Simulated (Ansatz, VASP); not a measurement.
**Two plane-wave programs on GaN**

```
Ga N
1.0
     0.00000    2.19716    2.14083
     2.19716    0.00000    2.14083
     2.19716    2.19716    0.00000
Ga N
1 1
Direct
  0.00000 0.00000 0.00000
  0.75000 0.75000 0.75000
```

Change from the starting cell: strain -0.025 along x and y, -0.050 along z, atoms carried along.

Alike in both runs: task single point; functional r2SCAN; k mesh 10 × 10 × 10; occupations gaussian, width 0.05 eV; no spin polarisation.

```csv
,VASP,Ansatz
version,VASP 6.6.1,Ansatz 0.2.0
potentials or method,"VASP PAW PBE potentials, release 64 (Ga_d, N), cutoff 520 eV","scalar-relativistic, plane waves, PAW"
valence electrons in the cell,18,18
```

|  | VASP | Ansatz | Ansatz less VASP |
| --- | --- | --- | --- |
| gap on the k mesh at the Fermi level (eV) | 2.72 | 2.73 | +0.014 |
| least direct gap on the mesh (eV) | 2.72 | 2.73 | +0.014 |
| pressure (GPa) | 24.5 | 23.1 | -1.39 |
| traceless stress, the component that is largest in VASP (GPa) | 1.77 | 1.89 | +0.121 |

VASP's potentials were made for PBE, not for r2SCAN. With one functional, cell and mesh, what is left measures potentials, basis and numerics.
